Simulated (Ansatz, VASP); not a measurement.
**Two plane-wave programs on CoSn**

```xyz
6
Lattice="5.2874 0.0000 0.0000 -2.6437 4.5790 0.0000 0.0000 0.0000 4.2572" Properties=species:S:1:pos:R:3 pbc="T T T"
Co   -1.3219    2.2895    0.0000
Co    1.3219    2.2895    0.0000
Co    2.6437    0.0000    0.0000
Sn    2.6437    1.5263    2.1286
Sn    0.0000    3.0527    2.1286
Sn    0.0000    0.0000    0.0000
```

Alike in both runs: functional PBE; k mesh 10 × 10 × 8; occupations fermi-dirac, width 0.15 eV; no spin polarisation.

Ansatz relaxed the structure, and its values are those at the end. VASP's run is a single point on that final structure, the one shown.

|  | VASP | Ansatz |
| --- | --- | --- |
| version | VASP 6.6.1 | Ansatz 0.2.0 |
| potentials or method | VASP PAW PBE potentials, release 64 (Co, Sn_d), cutoff 520 eV | scalar-relativistic, plane waves, PAW |
| valence electrons in the cell | 69 | 93 |

Ansatz gave:

* gap on the k mesh at the Fermi level (eV): none
* pressure (GPa): 0.0

Q: Estimate VASP's values.

A: gap on the k mesh at the Fermi level (eV): none; pressure (GPa): -0.1.

A gap of «none» marks a metal or a gap that the smearing closes. VASP's potentials hold 69 valence electrons a cell and Ansatz's 93, so a difference there can come from the potentials and not from the codes.
